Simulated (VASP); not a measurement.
# MgCd2S3 in VASP: notebook

Aim: see how the results for MgCd2S3 move with the level of theory and the settings. Levels: LDA, PBE, r2SCAN. Tasks: single point.

All numbers are computed with VASP 6.6.1; they aren't measurements. Logs are shortened: lines on timing, memory, paths and dates and some standing lists are left out, and cuts for length are marked.

## 1. The cell of the first run

The structure is trigonal, space group P-3m1 (No. 164). Conventional cell: a = 3.827 Å, b = 3.827 Å, c = 9.381 Å, α = 90.00°, β = 90.00°, γ = 120.00°. Mg (site symmetry -3m) has 6 S at 2.65 Å within 3.5 Å. Cd (site symmetry 3m) has 6 S at 2.73 to 2.74 Å within 3.6 Å. S (site symmetry -3m) has 6 Cd at 2.73 Å within 3.6 Å. S (site symmetry 3m) has 3 Mg at 2.65 Å and 3 Cd at 2.74 Å within 3.5 Å.

## 2. Single point, LDA

INCAR reads:

```
SYSTEM = MgCd2S3
PREC = Accurate
ENCUT = 520
EDIFF = 1E-6
ISMEAR = 0
SIGMA = 0.02
LREAL = .False.
LASPH = .True.
NELM = 60
ALGO = Normal
ISIF = 2
LWAVE = .False.
LCHARG = .False.
GGA = CA
NBANDS = 31
```

KPOINTS reads:

```
regular mesh
0
Gamma
  12 12 4
  0 0 0
```

POSCAR reads:

```
MgCd2S3
1.0
    3.8265591420      0.0000000000      0.0000000000
   -1.9132795710      3.3138974260      0.0000000000
    0.0000000000      0.0000000000      9.3808635501
Mg Cd S
1 2 3
Direct
    0.0000000000      0.0000000000      0.0000000000
    0.3333333333      0.6666666667      0.3288206439
    0.6666666667      0.3333333333      0.6711793561
    0.0000000000      0.0000000000      0.5000000000
    0.6666666667      0.3333333333      0.1558803438
    0.3333333333      0.6666666667      0.8441196562
```

Potentials or basis: VASP PAW LDA potentials, release 64 (Mg, Cd, S).

Command:

```sh
> cat potpaw_LDA.64/Mg/POTCAR potpaw_LDA.64/Cd/POTCAR potpaw_LDA.64/S/POTCAR > POTCAR
> mpirun -np 1 vasp_std > vasp.out
```

OUTCAR:

```text
SYSTEM = MgCd2S3
   PREC = Accurate
   ENCUT = 520
   EDIFF = 1E-6
   ISMEAR = 0
   LREAL = .False.
   LASPH = .True.
   NELM = 60
   ISIF = 2
   GGA = CA

 ion  position               nearest neighbor table
   1  0.000  0.000  0.000-   5 2.65   6 2.65   6 2.65   5 2.65   5 2.65   6 2.65
   2  0.333  0.667  0.329-   4 2.73   4 2.73   4 2.73   5 2.74   5 2.74   5 2.74
   3  0.667  0.333  0.671-   4 2.73   4 2.73   4 2.73   6 2.74   6 2.74   6 2.74
   4  0.000  0.000  0.500-   2 2.73   3 2.73   2 2.73   3 2.73   3 2.73   2 2.73
   5  0.667  0.333  0.156-   1 2.65   1 2.65   1 2.65   2 2.74   2 2.74   2 2.74
   6  0.333  0.667  0.844-   1 2.65   1 2.65   1 2.65   3 2.74   3 2.74   3 2.74

  LATTYP: Found a hexagonal cell.
 ALAT       =     3.8265591420
 C/A-ratio  =     2.4515140632

  Lattice vectors:

 A1 = (   3.8265591420,   0.0000000000,   0.0000000000)
 A2 = (  -1.9132795710,   3.3138974260,   0.0000000000)
 A3 = (   0.0000000000,   0.0000000000,   9.3808635501)

Analysis of symmetry for initial positions (statically):
=====================================================================
 Subroutine PRICEL returns:
 Original cell was already a primitive cell.

 Routine SETGRP: Setting up the symmetry group for a
 hexagonal supercell.

 Subroutine GETGRP returns: Found 12 space group operations
 (whereof 12 operations were pure point group operations)
 out of a pool of 24 trial point group operations.

The static configuration has the point symmetry D_3d.

Analysis of symmetry for dynamics (positions and initial velocities):
=====================================================================
 Subroutine PRICEL returns:
 Original cell was already a primitive cell.

 Routine SETGRP: Setting up the symmetry group for a
 hexagonal supercell.

 Subroutine GETGRP returns: Found 12 space group operations
 (whereof 12 operations were pure point group operations)
 out of a pool of 24 trial point group operations.

The dynamic configuration has the point symmetry D_3d.

 Subroutine INISYM returns: Found 12 space group operations
 (whereof 12 operations are pure point group operations),
 and found     1 'primitive' translations

----------------------------------------------------------------------------------------

[... 93 lines left out ...]
   ICHARG =      2    charge: 1-file 2-atom 10-const
   ISPIN  =      1    spin polarized calculation?
   LNONCOLLINEAR =      F non collinear calculations
   LSORBIT =      F    spin-orbit coupling
   LASPH  =      T    aspherical Exc in radial PAW
   ENCUT  =  520.0 eV  38.22 Ry    6.18 a.u.   7.11  7.11 17.44*2*pi/ulx,y,z
   NELM   =     60;   NELMIN=  2; NELMDL= -5     # of ELM steps
   EDIFF  = 0.1E-05   stopping-criterion for ELM
   LREAL  =      F    real-space projection
[... 7 lines left out ...]
   TEBEG  =    0.0;   TEEND  =   0.0 temperature during run
   PSTRESS=    0.0 pullay stress
   NELECT =      44.0000    total number of electrons
   NUPDOWN=      -1.0000    fix difference up-down
   EMIN   =  10.00;   EMAX   =-10.00  energy-range for DOS
   EFERMI =   0.00;   METHOD = LEGACY
   ISMEAR =     0;   SIGMA  =   0.02  broadening in eV -4-tet -1-fermi 0-gaus
   EFERMI_NEDOS =   21; number of points for ismear=-14 and -15
   IALGO  =     38    algorithm
   IMIX   =      4    mixing-type and parameters
     AMIX     =   0.40;   BMIX     =  1.00
     AMIX_MAG =   1.60;   BMIX_MAG =  1.00
  volume/ion in A,a.u.               =      19.83       133.79
  Fermi-wavevector in a.u.,A,eV,Ry     =   1.175156  2.220723 18.789540  1.380992
  Thomas-Fermi vector in A             =   2.311542
   LORBIT       =      0    0 simple, 1 ext, 2 COOP (PROOUT), +10 PAW based schemes
   GGA     = CA    functional components
   LHFCALC =     F    Hartree Fock is set to
   AEXX    =    0.0000 exact exchange contribution
   IVDW    =     0    specifies the selected vdW correction
   LEPSILON=     F    determine dielectric tensor
   LRPA    =     F    only Hartree local field effects (RPA)
 non-spin polarized calculation
 Gauss-broadening in eV      SIGMA  =   0.02
  energy-cutoff  :      520.00
  volume of cell :      118.96
 maximum number of plane-waves:      3248
   NGX = 15   NGY = 15   NGZ = 35

 number of electron      43.9999994 magnetization

 Free energy of the ion-electron system (eV)
  ---------------------------------------------------
  ext. energy  EPLUGINS =         0.00000000
  ---------------------------------------------------
  free energy    TOTEN  =       -23.92643585 eV

  energy without entropy =      -23.92643585  energy(sigma->0) =      -23.92643585

 E-fermi :   2.9980     XC(G=0): -10.4497

 val. band max:        2.8772430341   @ k =   0.0000   0.0000   0.0000
 cond. band min:       3.5467138597   @ k =   0.5000   0.0000   0.0000
 fundamental gap:      0.6694708256
 Fermi energy:         2.9979904581

 k-point     1 :       0.0000    0.0000    0.0000
  band No.  band energies     occupation
      1      -9.7771      2.00000
      2      -9.0160      2.00000
      3      -8.8809      2.00000
      4      -4.8998      2.00000
      5      -4.8998      2.00000
      6      -4.8224      2.00000
[... 805 lines left out ...]
     30      10.3051      0.00000
     31      10.9183      0.00000

 [... further k-points ...]

------------------------ aborting loop because EDIFF is reached ----------------------------------------

  FORCE on cell =-STRESS in cart. coord.  units (eV):
  Direction    XX          YY          ZZ          XY          YZ          ZX
  --------------------------------------------------------------------------------------
  -------------------------------------------------------------------------------------
  Total       -4.1569767     -4.1569767     -4.3882453      0.0000000     -0.0000000      0.0000000
  in kB      -55.9883755    -55.9883755    -59.1032234      0.0000000     -0.0000000      0.0000000
  external PRESSURE =     -57.0266582 kB  Pullay stress =       0.0000000 kB

 VOLUME and BASIS-vectors are now :
 -----------------------------------------------------------------------------
  energy-cutoff  :      520.00
  volume of cell :      118.96
      direct lattice vectors                 reciprocal lattice vectors
     3.826559142  0.000000000  0.000000000     0.261331385  0.150879745  0.000000000
    -1.913279571  3.313897426  0.000000000     0.000000000  0.301759491  0.000000000
     0.000000000  0.000000000  9.380863550     0.000000000  0.000000000  0.106599994

 POSITION                                       TOTAL-FORCE (eV/Angst)
 -----------------------------------------------------------------------------------
      0.00000      0.00000      0.00000         0.000000      0.000000      0.000000
     -0.00000      2.20926      3.08462         0.000000      0.000000     -0.022785
      1.91328      1.10463      6.29624        -0.000000     -0.000000      0.022785
      0.00000      0.00000      4.69043         0.000000      0.000000      0.000000
      1.91328      1.10463      1.46229        -0.000000     -0.000000      0.137449
     -0.00000      2.20926      7.91857        -0.000000      0.000000     -0.137449
 -----------------------------------------------------------------------------------
    total drift:                                0.000000     -0.000000      0.000000

  FREE ENERGIE OF THE ION-ELECTRON SYSTEM (eV)
  ---------------------------------------------------
  free  energy   TOTEN  =       -23.9264358521 eV

  energy  without entropy=      -23.9264358521  energy(sigma->0) =      -23.92643585
```

Wall time 3.8 min (1 thread of Oxide Virtual Turin-like, shared host); peak memory 0.31 GiB.

Results:

- Free energy: -23.9264 eV
- Pressure: -5.7 GPa
- Largest force: 0.137 eV/Å
- Band gap on the k mesh: 0.67 eV (least direct gap 1.22 eV)

Forces in eV/Å, atoms in the order of the input:
```
Mg   0.000  0.000  0.000
Cd   0.000  0.000 -0.023
Cd   0.000  0.000  0.023
S    0.000  0.000  0.000
S    0.000  0.000  0.137
S    0.000  0.000 -0.137
```

Levels at points of the mesh, in eV from the valence-band top:
| k point | band 19 | band 20 | band 21 | band 22 | band 23 | band 24 | band 25 | band 26 |
| --- | --- | --- | --- | --- | --- | --- | --- | --- |
| (0.00, 0.00, 0.00) | -0.51 | -0.51 | 0.00 | 0.00 | 1.37 | 3.76 | 3.84 | 6.54 |
| (0.50, 0.00, 0.00) | -1.49 | -1.08 | -0.94 | -0.55 | 0.67 | 3.80 | 4.04 | 5.10 |
| (0.00, 0.00, 0.50) | -0.31 | -0.31 | -0.08 | -0.08 | 2.71 | 3.18 | 3.65 | 6.03 |
| (0.50, 0.00, 0.50) | -1.68 | -1.59 | -0.17 | -0.13 | 1.61 | 2.37 | 3.58 | 5.55 |

Caveat: the cell stands under tension; semilocal functionals underestimate gaps, and a narrow one can read as zero. A k mesh can miss the band edges.

## 3. Single point, PBE

This run uses another cell than the first one: it holds 12 atoms, not 6.

INCAR reads:

```
PREC = Accurate ; ENCUT = 520
EDIFF = 1E-7 ; ISMEAR = 0
SIGMA = 0.1 ; LREAL = F
LASPH = T ; NELM = 100
ALGO = Normal ; ISIF = 2
LWAVE = F ; LCHARG = F
GGA = PE ; NBANDS = 56
```

KPOINTS reads:

```
Automatic mesh
0
Gamma
  6 6 1
```

POSCAR reads:

```
MgCd2S3
1.0
    3.8273332081     -0.0000985725     -0.0002797706
   -1.9137551246      3.3148108763     -0.0000854135
   -0.0012907155     -0.0011290579     18.7538687361
Mg Cd S
2 4 6
Direct
    1.0000391947      0.0000584461     -0.0000581166
    0.0000050481      0.9999977816      0.4999509954
    0.3330227723      0.6669712075      0.1643839540
    0.3337822210      0.6663470234      0.6643623393
    0.6661786462      0.3334568030      0.3355628444
    0.6670468548      0.3331194340      0.8355337147
   -0.0010506434      0.0007587705      0.2500383169
    0.0013829721     -0.0007466079      0.7500431544
    0.6671505368      0.3333850760      0.0780232161
    0.6664770972      0.3336657154      0.5779465479
    0.3332485097      0.6661749931      0.4220710836
    0.3327167902      0.6668113574      0.9221419500
```

Potentials or basis: VASP PAW PBE potentials, release 64 (Mg, Cd, S).

Command:

```sh
> cat potpaw_PBE.64/Mg/POTCAR potpaw_PBE.64/Cd/POTCAR potpaw_PBE.64/S/POTCAR > POTCAR
> mpirun -np 1 vasp_std > vasp.out
```

Run time: 6 min. Hardware: 1 thread of Oxide Virtual Turin-like, shared host; peak memory 0.41 GiB.

It converged, with:

```yaml
Free_energy: -40.3173 eV
Pressure: 0.2 GPa
Largest_force: 0.055 eV/Å
Band_gap_on_the_k_mesh: 0.90 eV
```

Forces in eV/Å, atoms in the order of the input:
```
Mg  -0.001  0.000  0.009
Mg  -0.001 -0.001 -0.001
Cd   0.000  0.000 -0.001
Cd  -0.001  0.001 -0.003
Cd   0.000  0.000  0.003
Cd   0.000  0.000  0.011
S    0.002 -0.001 -0.001
S   -0.003  0.001 -0.004
S   -0.002  0.000 -0.055
S    0.001 -0.002 -0.046
S    0.000  0.002  0.050
S    0.003  0.000  0.038
```

Levels at points of the mesh, in eV from the valence-band top:
```tsv
k point	band 40	band 41	band 42	band 43	band 44	band 45	band 46	band 47	band 48	band 49
(0.00, 0.00, 0.00)	-0.31	-0.08	-0.08	0.00	0.00	1.59	2.88	3.38	3.84	3.96
(0.50, 0.00, 0.00)	-1.05	-0.92	-0.54	-0.17	-0.13	0.90	1.81	2.58	3.78	3.99
(0.00, 0.50, 0.00)	-1.05	-0.92	-0.54	-0.17	-0.13	0.91	1.81	2.58	3.78	3.99
(0.50, 0.50, 0.00)	-1.05	-0.92	-0.54	-0.17	-0.13	0.90	1.81	2.58	3.78	3.99
```

A k mesh can miss the band edges.

## 4. Single point, r2SCAN

POSCAR reads:

```
MgCd2S3
1.0
    3.8265591420      0.0000000000      0.0000000000
   -1.9132795710      3.3138974260      0.0000000000
    0.0000000000      0.0000000000      9.3808635501
Mg Cd S
1 2 3
Direct
    0.0000000000      0.0000000000      0.0000000000
    0.3333333333      0.6666666667      0.3288206439
    0.6666666667      0.3333333333      0.6711793561
    0.0000000000      0.0000000000      0.5000000000
    0.6666666667      0.3333333333      0.1558803438
    0.3333333333      0.6666666667      0.8441196562
```

INCAR.step1 reads:

```
SYSTEM = MgCd2S3
ALGO = Normal
EDIFF = 1E-4
ENCUT = 520
GGA = PE
ISMEAR = 0
LASPH = .True.
LCHARG = .False.
LREAL = .False.
LWAVE = .True.
NBANDS = 31
NELM = 80
PREC = Accurate
SIGMA = 0.02
```

INCAR.step2 reads:

```
SYSTEM = MgCd2S3
ALGO = Normal
EDIFF = 1E-7
ENCUT = 520
ISIF = 2
ISMEAR = 0
ISTART = 1
LASPH = .True.
LCHARG = .False.
LMIXTAU = .True.
LREAL = .False.
LWAVE = .False.
METAGGA = R2SCAN
NBANDS = 31
NELM = 80
PREC = Accurate
SIGMA = 0.02
```

KPOINTS reads:

```
k-points
0
Gamma
  12 12 4
  0 0 0
```

Potentials or basis: VASP PAW PBE potentials, release 64 (Mg, Cd, S).

Command:

```sh
> cat potpaw_PBE.64/Mg/POTCAR potpaw_PBE.64/Cd/POTCAR potpaw_PBE.64/S/POTCAR > POTCAR
> cp INCAR.step1 INCAR
> mpirun -np 1 vasp_std > vasp.out
> cp INCAR.step2 INCAR
> mpirun -np 1 vasp_std > vasp.out
```

OUTCAR:

```text
SYSTEM = MgCd2S3
   EDIFF = 1E-7
   ENCUT = 520
   ISIF = 2
   ISMEAR = 0
   ISTART = 1
   LASPH = .True.
   LREAL = .False.
   METAGGA = R2SCAN
   NELM = 80
   PREC = Accurate

 ion  position               nearest neighbor table
   1  0.000  0.000  0.000-   5 2.65   6 2.65   6 2.65   5 2.65   5 2.65   6 2.65
   2  0.333  0.667  0.329-   4 2.73   4 2.73   4 2.73   5 2.74   5 2.74   5 2.74
   3  0.667  0.333  0.671-   4 2.73   4 2.73   4 2.73   6 2.74   6 2.74   6 2.74
   4  0.000  0.000  0.500-   2 2.73   3 2.73   2 2.73   3 2.73   3 2.73   2 2.73
   5  0.667  0.333  0.156-   1 2.65   1 2.65   1 2.65   2 2.74   2 2.74   2 2.74
   6  0.333  0.667  0.844-   1 2.65   1 2.65   1 2.65   3 2.74   3 2.74   3 2.74

  LATTYP: Found a hexagonal cell.
[... 1022 lines left out ...]
  Total       -1.0600841     -1.0600841     -0.9980054      0.0000000      0.0000000      0.0000000
  in kB      -14.2777769    -14.2777769    -13.4416683      0.0000000      0.0000000      0.0000000
  external PRESSURE =     -13.9990740 kB  Pullay stress =       0.0000000 kB

 VOLUME and BASIS-vectors are now :
 -----------------------------------------------------------------------------
  energy-cutoff  :      520.00
  volume of cell :      118.96
      direct lattice vectors                 reciprocal lattice vectors
     3.826559142  0.000000000  0.000000000     0.261331385  0.150879745  0.000000000
    -1.913279571  3.313897426  0.000000000     0.000000000  0.301759491  0.000000000
     0.000000000  0.000000000  9.380863550     0.000000000  0.000000000  0.106599994

 POSITION                                       TOTAL-FORCE (eV/Angst)
 -----------------------------------------------------------------------------------
      0.00000      0.00000      0.00000        -0.000000      0.000000      0.000000
     -0.00000      2.20926      3.08462         0.000000      0.000000      0.008541
      1.91328      1.10463      6.29624         0.000000     -0.000000     -0.008541
      0.00000      0.00000      4.69043        -0.000000      0.000000      0.000000
      1.91328      1.10463      1.46229         0.000000     -0.000000     -0.004229
     -0.00000      2.20926      7.91857        -0.000000      0.000000      0.004229
 -----------------------------------------------------------------------------------
    total drift:                                0.000000     -0.000000      0.000000

  FREE ENERGIE OF THE ION-ELECTRON SYSTEM (eV)
  ---------------------------------------------------
  free  energy   TOTEN  =       -74.4614248648 eV

  energy  without entropy=      -74.4614248648  energy(sigma->0) =      -74.46142486
```

Wall time 21 min (1 thread of Oxide Virtual Turin-like, shared host); peak memory 0.36 GiB.

Results:

```
Free energy            : -74.4614 eV
Pressure               : -1.4 GPa
Largest force          : 0.009 eV/Å
Band gap on the k mesh : 1.41 eV (least direct gap 1.96 eV)
```

Forces in eV/Å, atoms in the order of the input:
```
Mg   0.000  0.000  0.000
Cd   0.000  0.000  0.009
Cd   0.000  0.000 -0.009
S    0.000  0.000  0.000
S    0.000  0.000 -0.004
S    0.000  0.000  0.004
```

Levels at points of the mesh, in eV from the valence-band top:
| k point | band 18 | band 19 | band 20 | band 21 | band 22 | band 23 | band 24 | band 25 | band 26 | band 27 |
| --- | --- | --- | --- | --- | --- | --- | --- | --- | --- | --- |
| (0.00, 0.00, 0.00) | -0.50 | -0.50 | -0.50 | 0.00 | 0.00 | 2.24 | 4.58 | 4.63 | 7.30 | 7.30 |
| (0.50, 0.00, 0.00) | -1.98 | -1.44 | -1.05 | -0.94 | -0.55 | 1.41 | 4.52 | 4.82 | 5.81 | 6.14 |
| (0.00, 0.00, 0.50) | -0.76 | -0.31 | -0.31 | -0.09 | -0.09 | 3.43 | 4.07 | 4.43 | 6.78 | 6.78 |
| (0.50, 0.00, 0.50) | -2.32 | -1.67 | -1.58 | -0.18 | -0.13 | 2.26 | 3.14 | 4.35 | 6.21 | 6.74 |

Caveat: the PAW data sets were made with another functional, which shifts forces and pressure a little. A k mesh can miss the band edges.

## 5. The runs side by side

```tsv
level	potentials or basis	cell	k mesh	smearing	gap on the mesh (eV)	pressure (GPa)	largest force (eV/Å)
LDA	VASP PAW LDA potentials, release 64 (Mg, Cd, S)	a = 3.827, b = 3.827, c = 9.381 Å, angles 90.0, 90.0, 120.0°, 6 atoms, atomic positions A	12 × 12 × 4	gaussian 0.02 eV	0.67	-5.7	0.14
PBE	VASP PAW PBE potentials, release 64 (Mg, Cd, S)	a = 3.827, b = 3.828, c = 18.754 Å, angles 90.0, 90.0, 120.0°, 12 atoms, atomic positions B	6 × 6 × 1	gaussian 0.1 eV	0.90	0.2	0.05
r2SCAN	VASP PAW PBE potentials, release 64 (Mg, Cd, S)	a = 3.827, b = 3.827, c = 9.381 Å, angles 90.0, 90.0, 120.0°, 6 atoms, atomic positions A	12 × 12 × 4	gaussian 0.02 eV	1.41	-1.4	0.01
```

Alike in all rows: task single point; no spin polarisation; cutoff (eV) 520.

Caveats: the cell stands under tension (at least some runs); semilocal functionals underestimate gaps, and a narrow one can read as zero (at least some runs); the PAW data sets were made with another functional, which shifts forces and pressure a little (at least some runs).

Total energies depend on the potentials used, so only differences within one code and one set of settings carry meaning.
